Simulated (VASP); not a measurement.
# C (P-3m1) in VASP: relaxation of cell and atoms with PBE

Aim: the relaxation of cell and atoms of C with PBE.

All numbers are computed with VASP 6.6.1; they aren't measurements. Logs are shortened: lines on timing, memory, paths and dates and some standing lists are left out, and cuts for length are marked.

## 1. The cell of the first run

It takes space group P-3m1 (No. 164, trigonal). The conventional cell has a = 1.948 Å, b = 1.948 Å, c = 3.194 Å, α = 90.00°, β = 90.00°, γ = 120.00°. C (site symmetry 3m) has 3 C at 1.38 Å within 1.8 Å.

The cell was generated, and may not be a known phase.

## 2. Relaxation of cell and atoms, PBE

INCAR

```
SYSTEM = C
  PREC = Accurate
  ENCUT = 1300
  EDIFF = 1E-7
  ISMEAR = 0
  SIGMA = 0.1
  LREAL = .False.
  LASPH = .True.
  NELM = 120
  ALGO = Normal
  ISIF = 3
  LWAVE = .False.
  LCHARG = .False.
  GGA = PE
  IBRION = 2
  NSW = 90
  EDIFFG = -0.04
  GGA_COMPAT = .False.
  NELMIN = 4
```

KPOINTS

```
regular mesh
0
Gamma
  12 12 6
  0 0 0
```

POSCAR

```
C
1.0
    1.9481707300      0.0000000000      0.0000000000
   -0.9740853700      1.6871653500      0.0000000000
    0.0000000000      0.0000000000      3.1936508700
C
2
Direct
    0.6666666700      0.3333333300      0.3746127700
    0.3333333300      0.6666666700      0.6253872300
```

Potentials or basis: VASP PAW PBE potentials, release 64 (C_h).

The run is started by

```bash
$ cat potpaw_PBE.64/C_h/POTCAR > POTCAR
$ mpirun -np 1 vasp_std > vasp.out
```

OUTCAR:

```text
SYSTEM = C
   PREC = Accurate
   ENCUT = 1300
   EDIFF = 1E-7
   ISMEAR = 0
   LREAL = .False.
   LASPH = .True.
   NELM = 120
   ISIF = 3
   GGA = PE
   IBRION = 2
   NSW = 90
   EDIFFG = -0.04
   NELMIN = 4

 ion  position               nearest neighbor table
   1  0.667  0.333  0.375-   2 1.38   2 1.38   2 1.38
   2  0.333  0.667  0.625-   1 1.38   1 1.38   1 1.38

  LATTYP: Found a hexagonal cell.
 ALAT       =     1.9481707300
 C/A-ratio  =     1.6393074903

  Lattice vectors:

 A1 = (   1.9481707300,   0.0000000000,   0.0000000000)
 A2 = (  -0.9740853700,   1.6871653500,   0.0000000000)
 A3 = (   0.0000000000,   0.0000000000,   3.1936508700)

Analysis of symmetry for initial positions (statically):
=====================================================================
 Subroutine PRICEL returns:
 Original cell was already a primitive cell.

 Routine SETGRP: Setting up the symmetry group for a
 hexagonal supercell.

 Subroutine GETGRP returns: Found 12 space group operations
 (whereof 12 operations were pure point group operations)
 out of a pool of 24 trial point group operations.

The static configuration has the point symmetry D_3d.

Analysis of symmetry for dynamics (positions and initial velocities):
=====================================================================
 Subroutine PRICEL returns:
 Original cell was already a primitive cell.

 Routine SETGRP: Setting up the symmetry group for a
 hexagonal supercell.

 Subroutine GETGRP returns: Found 12 space group operations
 (whereof 12 operations were pure point group operations)
 out of a pool of 24 trial point group operations.

The dynamic configuration has the point symmetry D_3d.

 Subroutine INISYM returns: Found 12 space group operations
 (whereof 12 operations are pure point group operations),
 and found     1 'primitive' translations

----------------------------------------------------------------------------------------

                                     Primitive cell

  volume of cell :      10.4972

  direct lattice vectors                    reciprocal lattice vectors
     1.948170730  0.000000000  0.000000000     0.513302035  0.296355068  0.000000000
    -0.974085370  1.687165350  0.000000000     0.000000000  0.592710134  0.000000000
     0.000000000  0.000000000  3.193650870     0.000000000  0.000000000  0.313121265

  length of vectors
     1.948170730  1.948170738  3.193650870     0.592710136  0.592710134  0.313121265

  position of ions in fractional coordinates (direct lattice)
     0.666666670  0.333333330  0.374612770
[... 66 lines left out ...]
   NGX,Y,Z   is equivalent  to a cutoff of  20.48, 20.48, 20.82 a.u.
   NGXF,Y,Z  is equivalent  to a cutoff of  40.96, 40.96, 41.64 a.u.
 SYSTEM =  C
   PREC   = accura    normal or accurate (medium, high low for compatibility)
   ISTART =      0    job   : 0-new  1-cont  2-samecut
   ICHARG =      2    charge: 1-file 2-atom 10-const
   ISPIN  =      1    spin polarized calculation?
   LNONCOLLINEAR =      F non collinear calculations
   LSORBIT =      F    spin-orbit coupling
   LASPH  =      T    aspherical Exc in radial PAW
   ENCUT  = 1300.0 eV  95.55 Ry    9.77 a.u.   5.73  5.73  9.39*2*pi/ulx,y,z
   NELM   =    120;   NELMIN=  4; NELMDL= -5     # of ELM steps
   EDIFF  = 0.1E-06   stopping-criterion for ELM
   LREAL  =      F    real-space projection
   EDIFFG = -.4E-01   stopping-criterion for IOM
   NSW    =     90    number of steps for IOM
   IBRION =      2    ionic relax: 0-MD 1-quasi-New 2-CG
   NFREE  =      1    steps in history (QN), initial steepest desc. (CG)
   ISIF   =      3    stress and relaxation
   ISYM   =      2    0-nonsym 1-usesym 2-fastsym
   POTIM  = 0.5000    time-step for ionic-motion
   TEBEG  =    0.0;   TEEND  =   0.0 temperature during run
   PSTRESS=    0.0 pullay stress
   NELECT =       8.0000    total number of electrons
   NUPDOWN=      -1.0000    fix difference up-down
   EMIN   =  10.00;   EMAX   =-10.00  energy-range for DOS
   EFERMI =   0.00;   METHOD = LEGACY
   ISMEAR =     0;   SIGMA  =   0.10  broadening in eV -4-tet -1-fermi 0-gaus
   EFERMI_NEDOS =   21; number of points for ismear=-14 and -15
   IALGO  =     38    algorithm
   IMIX   =      4    mixing-type and parameters
     AMIX     =   0.40;   BMIX     =  1.00
     AMIX_MAG =   1.60;   BMIX_MAG =  1.00
  volume/ion in A,a.u.               =       5.25        35.42
  Fermi-wavevector in a.u.,A,eV,Ry     =   1.495366  2.825832 30.424247  2.236119
  Thomas-Fermi vector in A             =   2.607520
   LORBIT       =      0    0 simple, 1 ext, 2 COOP (PROOUT), +10 PAW based schemes
   GGA     = PE    functional components
   LHFCALC =     F    Hartree Fock is set to
   AEXX    =    0.0000 exact exchange contribution
   IVDW    =     0    specifies the selected vdW correction
   LEPSILON=     F    determine dielectric tensor
   LRPA    =     F    only Hartree local field effects (RPA)
 conjugate gradient relaxation of ions
 non-spin polarized calculation
 Gauss-broadening in eV      SIGMA  =   0.10
  energy-cutoff  :     1300.00
  volume of cell :       10.50
 maximum number of plane-waves:      1132
 NGX is ok and might be reduce to    24
   NGX = 11   NGY = 11   NGZ = 19

--------------------------------------- Ionic step        1  -------------------------------------------

 number of electron       8.0000000 magnetization

 Free energy of the ion-electron system (eV)
  ---------------------------------------------------
  ext. energy  EPLUGINS =         0.00000000
  ---------------------------------------------------
  free energy    TOTEN  =        -8.87701963 eV

  energy without entropy =       -8.87395521  energy(sigma->0) =       -8.87548742

 E-fermi :  11.8082     XC(G=0): -13.7229

 val. band max:       11.8051005478   @ k =   0.4167   0.1667   0.1667
 cond. band min:      11.8246515529   @ k =   0.4167   0.1667   0.0000
 fundamental gap:      0.0195510051
 Fermi energy:        11.8082416055
[... 904 lines left out ...]
 k-point    24 :       0.0000    0.1667    0.1667
  band No.  band energies     occupation
      1     -13.8784      2.00000
      2      -1.3984      2.00000
      3      -0.1409      2.00000
      4       1.0188      2.00000
      5      10.9739      0.00000
      6      13.7171      0.00000
      7      14.9133      0.00000
      8      16.2669      0.00000

 [... further k-points ...]

[... ionic steps 4 to 25 ...]

--------------------------------------- Ionic step       26  -------------------------------------------

 number of electron       8.0000000 magnetization

------------------------ aborting loop because EDIFF is reached ----------------------------------------
[... 67 lines left out ...]
--------------------------------------- Ionic step       28  -------------------------------------------

 number of electron       8.0000000 magnetization

 Free energy of the ion-electron system (eV)
  ---------------------------------------------------
  ext. energy  EPLUGINS =         0.00000000
  ---------------------------------------------------
  free energy    TOTEN  =       -18.46345727 eV

  energy without entropy =      -18.46330367  energy(sigma->0) =      -18.46338047

 E-fermi :   4.2432     XC(G=0):  -9.4460

 val. band max:        4.1046819686   @ k =   0.3333   0.3333   0.3333
 cond. band min:       4.3817309884   @ k =   0.3333   0.3333   0.1667
 fundamental gap:      0.2770490198
 Fermi energy:         4.2432191099
[... 293 lines left out ...]
  FREE ENERGIE OF THE ION-ELECTRON SYSTEM (eV)
  ---------------------------------------------------
  free  energy   TOTEN  =       -18.4634572665 eV

  energy  without entropy=      -18.4633036681  energy(sigma->0) =      -18.46338047

 reached required accuracy - stopping structural energy minimisation
```

OSZICAR:

```text
N       E                     dE             d eps       ncg     rms          rms(c)
DAV:   1     0.360988998818E+02    0.36099E+02   -0.84429E+03  1600   0.201E+03
DAV:   2    -0.931356525325E+01   -0.45412E+02   -0.44547E+02  2448   0.209E+02
DAV:   3    -0.100951212974E+02   -0.78156E+00   -0.77179E+00  1856   0.358E+01
[... 277 lines left out ...]
DAV:   3    -0.184634587228E+02    0.33726E-03   -0.13675E-03  2040   0.257E-01    0.144E-02
DAV:   4    -0.184634587642E+02   -0.41400E-07   -0.12189E-05  1816   0.381E-02    0.124E-02
DAV:   5    -0.184634572130E+02    0.15512E-05   -0.84484E-06  1824   0.301E-02    0.213E-03
DAV:   6    -0.184634573512E+02   -0.13814E-06   -0.51915E-07  2464   0.648E-03    0.256E-03
DAV:   7    -0.184634572423E+02    0.10891E-06   -0.44098E-07  2080   0.587E-03    0.456E-04
DAV:   8    -0.184634572665E+02   -0.24222E-07   -0.40729E-09   864   0.839E-04
  28 F= -.18463457E+02 E0= -.18463380E+02  d E =-.254356E-03
```

It took 9.4 min on 1 thread of Intel Xeon Platinum 8375C at 2.90GHz (Ice Lake), shared host; peak memory 0.16 GiB.

What came out:

```
Free energy                           : -18.4635 eV
Relaxed volume                        : 10.13 Å³/atom
Relaxed cell                          : a = 2.464 Å, b = 2.464 Å, c = 3.853 Å, α = 90.00°, β = 90.00°, γ = 120.00°
Space group after relaxing (to 0.1 Å) : P6/mmm (No. 191)
Energy gained by relaxing             : 4793.2 meV/atom
Ionic steps                           : 28
Pressure after relaxing               : 0.3 GPa
Largest force after relaxing          : 0.029 eV/Å
Band gap on the k mesh                : zero (bands 4 and 5 overlap by 0.56 eV)
```

Forces on the atoms (eV/Å):
```
C    0.000  0.000 -0.029
C    0.000  0.000  0.029
```

Step by step:
| step | energy change (eV) | largest force (eV/Å) | pressure (GPa) | volume (Å³) |
| --- | --- | --- | --- | --- |
| 1 | 0.0000 | 1.3435 | 214.48 | 10.50 |
| 2 | -1.9079 | 6.6620 | -46.24 | 24.16 |
| 3 | -3.8030 | 8.7740 | -17.71 | 16.46 |
| 4 | -5.3506 | 1.3433 | -74.62 | 20.85 |
| 5 | -6.3936 | 5.8072 | -57.62 | 19.34 |
| 6 | -8.5482 | 4.2320 | 11.06 | 13.97 |
| 7 | -9.0086 | 1.0154 | -17.85 | 15.31 |
| 8 | -9.0123 | 0.5301 | 63.64 | 13.88 |
| 9 | -9.2682 | 0.1927 | 17.37 | 14.59 |
| 10 | -9.3949 | 0.3045 | 8.76 | 15.56 |
| 11 | -9.4726 | 1.1926 | -2.24 | 17.21 |
| 12 | -9.5539 | 0.3291 | 3.92 | 17.88 |
| 13 | -9.5621 | 0.0756 | 6.79 | 18.18 |
| 14 | -9.5693 | 0.4563 | -3.32 | 19.29 |
| 15 | -9.5729 | 0.3164 | 0.23 | 18.87 |
| 16 | -9.5783 | 0.0617 | -0.77 | 19.14 |
| 17 | -9.5792 | 0.1019 | -1.39 | 19.31 |
| 18 | -9.5806 | 0.1825 | 2.56 | 19.35 |
| 19 | -9.5811 | 0.1549 | 1.20 | 19.34 |
| 20 | -9.5830 | 0.0184 | 1.24 | 19.49 |
| 21 | -9.5836 | 0.1187 | 1.29 | 19.65 |
| 22 | -9.5846 | 0.1091 | -0.92 | 19.95 |
| 23 | -9.5846 | 0.1103 | -0.64 | 19.91 |
| 24 | -9.5858 | 0.0194 | -0.37 | 20.07 |
| 25 | -9.5859 | 0.0728 | -0.26 | 20.14 |
| 26 | -9.5862 | 0.0336 | 0.84 | 20.16 |
| 27 | -9.5862 | 0.0404 | 0.68 | 20.16 |
| 28 | -9.5864 | 0.0294 | 0.32 | 20.25 |

Final structure:
```
CELL_PARAMETERS angstrom
2.46366 0.00000 0.00000
-1.23183 2.13359 0.00000
0.00000 0.00000 3.85315
ATOMIC_POSITIONS crystal
C 0.66667 0.33333 0.50023
C 0.33333 0.66667 0.49977
```

Caveat: the volume moved by over 15 % at a fixed basis, so the end points are rough; this functional lacks dispersion, which binds layers or chains, so the pressure and a relaxed spacing across them are unreliable.

The gap in the log of VASP goes by the Fermi energy; the results here count the filled bands.